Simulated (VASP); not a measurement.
# Al3Cu2 (P-3m1) in VASP: a series of runs

Al3Cu2 is run at these levels: PBEsol+D3(BJ), PBEsol; tasks: single point.

Everything below comes from runs of VASP 6.6.1. Logs are shortened: lines on timing, memory, paths and dates and some standing lists are left out, and cuts for length are marked.

### Step 1. The cell of the first run

It takes space group P-3m1 (No. 164, trigonal). The conventional cell has a = 4.056 Å, b = 4.056 Å, c = 4.933 Å, α = 90.00°, β = 90.00°, γ = 120.00°. Within 3.3 Å of Al (site symmetry -3m) lie 6 Cu at 2.47 Å and 6 Al at 2.91 Å. Within 3.2 Å of Al (site symmetry 3m) lie 5 Cu at 2.42 to 2.53 Å and 6 Al at 2.76 to 2.91 Å. Within 3.2 Å of Cu (site symmetry 3m) lie 8 Al at 2.42 to 2.53 Å and 3 Cu at 2.81 Å.

### Step 2. Single point, PBEsol+D3(BJ)

Input file INCAR:

```
PREC = Accurate ; ENCUT = 520
EDIFF = 1E-7 ; ISMEAR = 0
SIGMA = 0.1 ; LREAL = F
LASPH = T ; NELM = 100
ALGO = Fast ; ISIF = 2
LWAVE = F ; LCHARG = F
GGA = PS ; IVDW = 12
NBANDS = 24
```

Input file KPOINTS:

```
regular mesh
0
Gamma
  12 12 8
```

Input file POSCAR:

```
Al3Cu2
1.0
    4.0555559612      0.0000000000      0.0000000000
   -2.0277779806      3.5122144889      0.0000000000
    0.0000000000      0.0000000000      4.9327652340
Al Cu
3 2
Direct
    0.0000000000      0.0000000000      0.0000000000
    0.3333333333      0.6666666667      0.3518899630
    0.6666666667      0.3333333333      0.6481100370
    0.3333333333      0.6666666667      0.8424331204
    0.6666666667      0.3333333333      0.1575668796
```

Potentials or basis: VASP PAW PBE potentials, release 64 (Al, Cu).

On the command line:

```bash
> cat potpaw_PBE.64/Al/POTCAR potpaw_PBE.64/Cu/POTCAR > POTCAR
> mpirun -np 1 vasp_std > vasp.out
```

OUTCAR:

```text
PREC = Accurate
   ENCUT = 520
   EDIFF = 1E-7
   ISMEAR = 0
   LREAL = F
   LASPH = T
   NELM = 100
   ISIF = 2
   GGA = PS
   IVDW = 12
 IVDW          = 12

 ion  position               nearest neighbor table
   1  0.000  0.000  0.000-   4 2.47   5 2.47   5 2.47   4 2.47   5 2.47   4 2.47   2 2.91   3 2.91
                             2 2.91   3 2.91   3 2.91   2 2.91
   2  0.333  0.667  0.352-   4 2.42   4 2.51   5 2.53   5 2.53   5 2.53   3 2.76   3 2.76   3 2.76
                             1 2.91   1 2.91   1 2.91
   3  0.667  0.333  0.648-   5 2.42   5 2.51   4 2.53   4 2.53   4 2.53   2 2.76   2 2.76   2 2.76
                             1 2.91   1 2.91   1 2.91
   4  0.333  0.667  0.842-   2 2.42   1 2.47   1 2.47   1 2.47   2 2.51   3 2.53   3 2.53   3 2.53

   5  0.667  0.333  0.158-   3 2.42   1 2.47   1 2.47   1 2.47   3 2.51   2 2.53   2 2.53   2 2.53

  LATTYP: Found a hexagonal cell.
 ALAT       =     4.0555559612
 C/A-ratio  =     1.2162981552

  Lattice vectors:

 A1 = (   4.0555559612,   0.0000000000,   0.0000000000)
 A2 = (  -2.0277779806,   3.5122144889,   0.0000000000)
 A3 = (   0.0000000000,   0.0000000000,   4.9327652340)

Analysis of symmetry for initial positions (statically):
=====================================================================
 Subroutine PRICEL returns:
 Original cell was already a primitive cell.

 Routine SETGRP: Setting up the symmetry group for a
 hexagonal supercell.

 Subroutine GETGRP returns: Found 12 space group operations
 (whereof 12 operations were pure point group operations)
 out of a pool of 24 trial point group operations.

The static configuration has the point symmetry D_3d.

Analysis of symmetry for dynamics (positions and initial velocities):
=====================================================================
 Subroutine PRICEL returns:
 Original cell was already a primitive cell.

 Routine SETGRP: Setting up the symmetry group for a
 hexagonal supercell.

 Subroutine GETGRP returns: Found 12 space group operations
 (whereof 12 operations were pure point group operations)
 out of a pool of 24 trial point group operations.

The dynamic configuration has the point symmetry D_3d.

 Subroutine INISYM returns: Found 12 space group operations
 (whereof 12 operations are pure point group operations),
 and found     1 'primitive' translations

----------------------------------------------------------------------------------------

                                     Primitive cell

  volume of cell :      70.2622

  direct lattice vectors                    reciprocal lattice vectors
     4.055555961  0.000000000  0.000000000     0.246575318  0.142360326  0.000000000
    -2.027777981  3.512214489  0.000000000     0.000000000  0.284720652  0.000000000
     0.000000000  0.000000000  4.932765234     0.000000000  0.000000000  0.202726048

  length of vectors
     4.055555961  4.055555961  4.932765234     0.284720652  0.284720652  0.202726048

  position of ions in fractional coordinates (direct lattice)
     0.000000000  0.000000000  0.000000000
     0.333333333  0.666666667  0.351889963
     0.666666667  0.333333333  0.648110037
     0.333333333  0.666666667  0.842433120
     0.666666667  0.333333333  0.157566880

  ion indices of the primitive-cell ions
   primitive index   ion index
                 1           1
                 2           2
                 3           3
                 4           4
                 5           5

----------------------------------------------------------------------------------------

 KPOINTS: regular mesh

Automatic generation of k-mesh.
 Grid dimensions read from file:
 generate k-points for:   12   12    8

 Generating k-lattice:

  Cartesian coordinates                     Fractional coordinates (reciprocal lattice)
     0.020547943  0.011863361  0.000000000     0.083333333  0.000000000  0.000000000
     0.000000000  0.023726721  0.000000000     0.000000000  0.083333333  0.000000000
     0.000000000  0.000000000  0.025340756     0.000000000  0.000000000  0.125000000

  Length of vectors
     0.023726721  0.023726721  0.025340756

  Shift w.r.t. Gamma in fractional coordinates (k-lattice)
     0.000000000  0.000000000  0.000000000

 Subroutine IBZKPT returns following result:
 ===========================================

 Found    131 irreducible k-points:

 Following reciprocal coordinates:
            Coordinates               Weight
  0.000000  0.000000  0.000000      1.000000
  0.083333  0.000000  0.000000      6.000000
  0.166667  0.000000  0.000000      6.000000
  0.250000  0.000000  0.000000      6.000000
  0.333333  0.000000  0.000000      6.000000
  0.416667  0.000000  0.000000      6.000000
[... 16 lines left out ...]
  0.166667  0.000000  0.125000      6.000000
  0.000000  0.166667  0.125000      6.000000
 [... further k-points ...]
   k-points           NKPTS =    131   k-points in BZ     NKDIM =    131   number of bands    NBANDS=     24
   number of dos      NEDOS =    301   number of ions     NIONS =      5
   total plane-waves  NPLWV =  36000
   dimension x,y,z NGX =    30 NGY =   30 NGZ =   40
   dimension x,y,z NGXF=    60 NGYF=   60 NGZF=   80
   ions per type =               3   2
   NGX,Y,Z   is equivalent  to a cutoff of  12.30, 12.30, 13.48 a.u.
   NGXF,Y,Z  is equivalent  to a cutoff of  24.60, 24.60, 26.96 a.u.
 SYSTEM =  unknown system
   PREC   = accura    normal or accurate (medium, high low for compatibility)
   ISTART =      0    job   : 0-new  1-cont  2-samecut
   ICHARG =      2    charge: 1-file 2-atom 10-const
   ISPIN  =      1    spin polarized calculation?
   LNONCOLLINEAR =      F non collinear calculations
   LSORBIT =      F    spin-orbit coupling
   LASPH  =      T    aspherical Exc in radial PAW
   ENCUT  =  520.0 eV  38.22 Ry    6.18 a.u.   7.54  7.54  9.17*2*pi/ulx,y,z
   NELM   =    100;   NELMIN=  2; NELMDL= -5     # of ELM steps
   EDIFF  = 0.1E-06   stopping-criterion for ELM
   LREAL  =      F    real-space projection
   EDIFFG = 0.1E-05   stopping-criterion for IOM
   NSW    =      0    number of steps for IOM
   IBRION =     -1    ionic relax: 0-MD 1-quasi-New 2-CG
   NFREE  =      0    steps in history (QN), initial steepest desc. (CG)
   ISIF   =      2    stress and relaxation
   ISYM   =      2    0-nonsym 1-usesym 2-fastsym
   POTIM  = 0.5000    time-step for ionic-motion
   TEBEG  =    0.0;   TEEND  =   0.0 temperature during run
   PSTRESS=    0.0 pullay stress
   NELECT =      31.0000    total number of electrons
   NUPDOWN=      -1.0000    fix difference up-down
   EMIN   =  10.00;   EMAX   =-10.00  energy-range for DOS
   EFERMI =   0.00;   METHOD = LEGACY
   ISMEAR =     0;   SIGMA  =   0.10  broadening in eV -4-tet -1-fermi 0-gaus
   EFERMI_NEDOS =   21; number of points for ismear=-14 and -15
   IALGO  =     68    algorithm
   IMIX   =      4    mixing-type and parameters
     AMIX     =   0.40;   BMIX     =  1.00
     AMIX_MAG =   1.60;   BMIX_MAG =  1.00
  volume/ion in A,a.u.               =      14.05        94.83
  Fermi-wavevector in a.u.,A,eV,Ry     =   1.246297  2.355159 21.133323  1.553255
  Thomas-Fermi vector in A             =   2.380480
   LORBIT       =      0    0 simple, 1 ext, 2 COOP (PROOUT), +10 PAW based schemes
   GGA     = PS    functional components
   LHFCALC =     F    Hartree Fock is set to
   AEXX    =    0.0000 exact exchange contribution
   IVDW    =    12    specifies the selected vdW correction
   LEPSILON=     F    determine dielectric tensor
   LRPA    =     F    only Hartree local field effects (RPA)
 non-spin polarized calculation
 RMM-DIIS sequential band-by-band and
 Gauss-broadening in eV      SIGMA  =   0.10
  energy-cutoff  :      520.00
  volume of cell :       70.26
 maximum number of plane-waves:      1916
   NGX = 15   NGY = 15   NGZ = 19

 number of electron      31.0000002 magnetization

 Free energy of the ion-electron system (eV)
  ---------------------------------------------------
  ext. energy  EPLUGINS =         0.00000000
  ---------------------------------------------------
  free energy    TOTEN  =       -21.68910109 eV

  energy without entropy =      -21.68279855  energy(sigma->0) =      -21.68594982

 E-fermi :   8.6747     XC(G=0): -11.2044

 val. band max:        8.6744361280   @ k =   0.0833   0.0833   0.3750
 cond. band min:       8.6802734832   @ k =   0.3333   0.1667   0.1250
 fundamental gap:      0.0058373552
 Fermi energy:         8.6746837644

 k-point     1 :       0.0000    0.0000    0.0000
  band No.  band energies     occupation
      1      -2.8351      2.00000
      2       2.0725      2.00000
      3       2.6188      2.00000
      4       3.1348      2.00000
      5       3.1348      2.00000
      6       3.4965      2.00000
[... 16 lines left out ...]
     23      14.5604      0.00000
     24      14.5604      0.00000

 k-point     2 :       0.0833    0.0000    0.0000
  band No.  band energies     occupation
      1      -2.7508      2.00000
      2       2.1145      2.00000
      3       2.6095      2.00000
      4       3.1566      2.00000
      5       3.1613      2.00000
      6       3.4793      2.00000
[... 16 lines left out ...]
     23      14.3052      0.00000
     24      14.3347      0.00000

 k-point     3 :       0.1667    0.0000    0.0000
  band No.  band energies     occupation
      1      -2.4992      2.00000
      2       2.2240      2.00000
      3       2.5643      2.00000
      4       3.2067      2.00000
      5       3.2380      2.00000
      6       3.4336      2.00000
[... 16 lines left out ...]
     23      13.9342      0.00000
     24      14.3379      0.00000

 k-point     4 :       0.2500    0.0000    0.0000
  band No.  band energies     occupation
      1      -2.0842      2.00000
      2       2.3261      2.00000
      3       2.4210      2.00000
      4       3.1736      2.00000
      5       3.3531      2.00000
      6       3.4395      2.00000
[... 16 lines left out ...]
     23      14.0959      0.00000
     24      14.4264      0.00000

 k-point     5 :       0.3333    0.0000    0.0000
  band No.  band energies     occupation
      1      -1.5146      2.00000
      2       1.8786      2.00000
      3       2.4080      2.00000
      4       3.1297      2.00000
      5       3.4700      2.00000
      6       3.5017      2.00000
[... 16 lines left out ...]
     23      14.7140      0.00000
     24      15.5875      0.00000

 k-point     6 :       0.4167    0.0000    0.0000
  band No.  band energies     occupation
      1      -0.8128      2.00000
      2       1.0457      2.00000
      3       2.3977      2.00000
      4       3.1967      2.00000
      5       3.5260      2.00000
      6       3.5294      2.00000
[... 16 lines left out ...]
     23      16.0767      0.00000
     24      17.1063      0.00000
[... 379 lines left out ...]
 k-point    21 :       0.0833    0.0000    0.1250
  band No.  band energies     occupation
      1      -2.6600      2.00000
      2       1.5689      2.00000
      3       2.7937      2.00000
      4       3.1406      2.00000
      5       3.1469      2.00000
      6       3.4835      2.00000
[... 16 lines left out ...]
     23      14.4334      0.00000
     24      14.6225      0.00000

 k-point    22 :       0.0000    0.0833    0.1250
  band No.  band energies     occupation
      1      -2.6599      2.00000
      2       1.5674      2.00000
      3       2.7937      2.00000
      4       3.1414      2.00000
      5       3.1485      2.00000
      6       3.4700      2.00000
[... 16 lines left out ...]
     23      14.2865      0.00000
     24      14.4653      0.00000

 k-point    23 :       0.1667    0.0000    0.1250
  band No.  band energies     occupation
      1      -2.4088      2.00000
      2       1.7390      2.00000
      3       2.7167      2.00000
      4       3.1327      2.00000
      5       3.2242      2.00000
      6       3.4821      2.00000
[... 16 lines left out ...]
     23      14.3152      0.00000
     24      14.8896      0.00000

 k-point    24 :       0.0000    0.1667    0.1250
  band No.  band energies     occupation
      1      -2.4084      2.00000
      2       1.7264      2.00000
      3       2.6986      2.00000
      4       3.1925      2.00000
      5       3.2225      2.00000
      6       3.4282      2.00000
[... 16 lines left out ...]
     23      14.3390      0.00000
     24      14.7356      0.00000

 [... further k-points ...]

------------------------ aborting loop because EDIFF is reached ----------------------------------------

 Edisp (eV)   -1.98890

 E8    (eV) :    -1.3218

  FORCE on cell =-STRESS in cart. coord.  units (eV):
  Direction    XX          YY          ZZ          XY          YZ          ZX
  --------------------------------------------------------------------------------------
  -------------------------------------------------------------------------------------
  Total      -0.21817    -0.21817    -0.21913     0.00000    -0.00000     0.00000
  in kB      -4.97480    -4.97480    -4.99677     0.00000    -0.00000     0.00000
  external pressure =       -4.98 kB  Pullay stress =        0.00 kB

 VOLUME and BASIS-vectors are now :
 -----------------------------------------------------------------------------
  energy-cutoff  :      520.00
  volume of cell :       70.26
      direct lattice vectors                 reciprocal lattice vectors
     4.055555961  0.000000000  0.000000000     0.246575318  0.142360326  0.000000000
    -2.027777981  3.512214489  0.000000000     0.000000000  0.284720652  0.000000000
     0.000000000  0.000000000  4.932765234     0.000000000  0.000000000  0.202726048

 POSITION                                       TOTAL-FORCE (eV/Angst)
 -----------------------------------------------------------------------------------
      0.00000      0.00000      0.00000         0.000000     -0.000000      0.000000
     -0.00000      2.34148      1.73579        -0.000000      0.000000      0.002767
      2.02778      1.17074      3.19697         0.000000     -0.000000     -0.002767
     -0.00000      2.34148      4.15552        -0.000000     -0.000000      0.006513
      2.02778      1.17074      0.77724         0.000000      0.000000     -0.006513
 -----------------------------------------------------------------------------------
    total drift:                                0.000000     -0.000000     -0.000000

  FREE ENERGIE OF THE ION-ELECTRON SYSTEM (eV)
  ---------------------------------------------------
  free  energy   TOTEN  =       -23.6780047735 eV

  energy  without entropy=      -23.6717022335  energy(sigma->0) =      -23.67485350
```

It took 2.7 min on 1 thread of Intel Xeon 6975P-C (Granite Rapids), shared host; peak memory 0.32 GiB.

Results:

```yaml
Free_energy: -23.6780 eV
Pressure: -0.5 GPa
Largest_force: 0.007 eV/Å
Dispersion_energy_per_atom: -0.398 eV
```

Forces on the atoms (eV/Å):
```
Al   0.000  0.000  0.000
Al   0.000  0.000  0.003
Al   0.000  0.000 -0.003
Cu   0.000  0.000  0.007
Cu   0.000  0.000 -0.007
```

Levels at points of the mesh, in eV from the Fermi level:
```
           k point  band 11  band 12  band 13  band 14  band 15  band 16  band 17  band 18  band 19  band 20
(0.00, 0.00, 0.00)    -4.25    -3.76    -3.73    -0.23    -0.23     1.35     1.35     2.67     2.99     5.46
(0.50, 0.00, 0.00)    -4.40    -4.21    -3.15    -3.07    -2.65    -0.74     0.01     0.35     3.08     3.84
(0.00, 0.00, 0.50)    -4.29    -4.29     1.20     1.20     1.30     1.30     1.78     2.49     2.49     2.55
(0.50, 0.00, 0.50)    -4.42    -4.32    -4.24    -3.60    -1.83    -0.19     0.74     1.02     5.19     5.47
```

Caveat: three body term missing; the PAW data sets were made with another functional, which shifts forces and pressure a little; pairwise dispersion overbinds metals, which lowers pressure and volume.

### Step 3. Single point, PBEsol

This run uses another cell than the first one, of 14.48 Å³/atom, 1.030 times its volume.

Input file INCAR:

```
PREC = Accurate ; ENCUT = 520
EDIFF = 1E-6 ; ISMEAR = 0
SIGMA = 0.1 ; LREAL = False
LASPH = True ; NELM = 60
ALGO = Fast ; ISIF = 2
LWAVE = False ; LCHARG = True
GGA = PS ; LELF = True
LVHAR = True ; NBANDS = 24
```

KPOINTS is that of step 2.

Input file POSCAR:

```
Al3Cu2
1.0
    4.0919516368      0.0000000000      0.0000000000
   -2.0459758184      3.5437340685      0.0000000000
    0.0000000000      0.0000000000      4.9927787000
Al Cu
3 2
Direct
    0.0000000000      0.0000000000      0.0000000000
    0.3333333300      0.6666666700      0.3499253500
    0.6666666700      0.3333333300      0.6500746500
    0.3333333300      0.6666666700      0.8395121300
    0.6666666700      0.3333333300      0.1604878700
```

Potentials or basis: VASP PAW PBE potentials, release 64 (Al, Cu).

On the command line:

```bash
> cat potpaw_PBE.64/Al/POTCAR potpaw_PBE.64/Cu/POTCAR > POTCAR
> mpirun -np 1 vasp_std > vasp.out
```

Wall time 2.2 min (1 thread of Intel Xeon 6975P-C (Granite Rapids), shared host); peak memory 0.32 GiB.

Results (log left out):

```
Free energy   : -21.7176 eV
Pressure      : 0.5 GPa
Largest force : 0.061 eV/Å
```

Forces on the atoms (eV/Å):
```
Al   0.000  0.000  0.000
Al   0.000  0.000  0.032
Al   0.000  0.000 -0.032
Cu   0.000  0.000  0.061
Cu   0.000  0.000 -0.061
```

Stress tensor (GPa, compression positive):
```
0.66 0.00 0.00
0.00 0.66 0.00
0.00 0.00 0.18
```

Levels at points of the mesh, in eV from the Fermi level:
| k point | band 13 | band 14 | band 15 | band 16 | band 17 | band 18 |
| --- | --- | --- | --- | --- | --- | --- |
| (0.00, 0.00, 0.00) | -3.62 | -0.16 | -0.16 | 1.36 | 1.36 | 2.56 |
| (0.50, 0.00, 0.00) | -3.03 | -2.98 | -2.56 | -0.78 | -0.06 | 0.39 |
| (0.00, 0.00, 0.50) | 1.21 | 1.21 | 1.35 | 1.35 | 1.80 | 2.44 |
| (0.50, 0.00, 0.50) | -4.12 | -3.52 | -1.74 | -0.16 | 0.77 | 0.96 |

Caveat: the PAW data sets were made with another functional, which shifts forces and pressure a little.
